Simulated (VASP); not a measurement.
**GaN: relaxation of shape and atoms at fixed volume with BLYP+D3(BJ)**

Crystal: GaN.

```
Ga N
1.0
     3.15790    0.00000    0.00000
    -1.57895    2.73482    0.00000
     0.00000    0.00000    5.15532
Ga N
2 2
Direct
  0.33333 0.66667 0.99941
  0.66667 0.33333 0.49941
  0.33333 0.66667 0.37559
  0.66667 0.33333 0.87559
```

This cell differs from its parent crystal: volume scaled by 0.96.

```
Program                : VASP 6.6.1
Task                   : relaxation of shape and atoms at fixed volume
Functional             : BLYP
Dispersion             : D3(BJ)
Potentials or basis    : VASP PAW PBE potentials, release 64 (Ga_d, N)
Cutoff                 : 600 eV
k mesh                 : 8 × 8 × 6
Occupations            : gaussian, width 0.05 eV
Spin                   : no spin polarisation
Dipole correction      : no
Further INCAR settings : ALGO = Normal; EDIFF = 1e-07; IBRION = 2; EDIFFG = -0.01; NSW = 60; ISIF = 4
```

The energy gained by relaxing is 0.0 meV/atom, the ionic steps are 3 and the pressure after relaxing is 9.2 GPa. The band gap on the k mesh is 2.16 eV, direct. The dispersion energy per atom is -0.575 eV.

Final structure:
```
Ga N
1.0
     3.15816    0.00000    0.00000
    -1.57908    2.73505    0.00000
     0.00000    0.00000    5.15445
Ga N
2 2
Direct
  0.33333 0.66667 0.99948
  0.66667 0.33333 0.49948
  0.33333 0.66667 0.37552
  0.66667 0.33333 0.87552
```

Levels at points of the mesh, in eV from the valence-band top:
| k point | band 14 | band 15 | band 16 | band 17 | band 18 | band 19 | band 20 | band 21 | band 22 |
| --- | --- | --- | --- | --- | --- | --- | --- | --- | --- |
| (0.00, 0.00, 0.00) | -1.05 | -1.05 | -0.06 | 0.00 | 0.00 | 2.16 | 4.48 | 9.42 | 10.08 |
| (0.50, 0.00, 0.00) | -5.36 | -4.27 | -2.79 | -2.23 | -1.02 | 5.31 | 5.77 | 6.23 | 8.74 |
| (0.00, 0.00, 0.50) | -3.86 | -0.54 | -0.54 | -0.54 | -0.54 | 4.46 | 4.46 | 8.69 | 8.69 |
| (0.50, 0.00, 0.50) | -6.67 | -1.98 | -1.98 | -1.94 | -1.94 | 4.63 | 4.63 | 7.95 | 7.95 |

Wall time 100 s on 1 thread of Intel(R) Xeon(R) Platinum 8488C (Sapphire Rapids), with other jobs on the host, peak memory 0.21 GiB.

Caveat: the PAW data sets were made with another functional, which shifts forces and pressure a little.
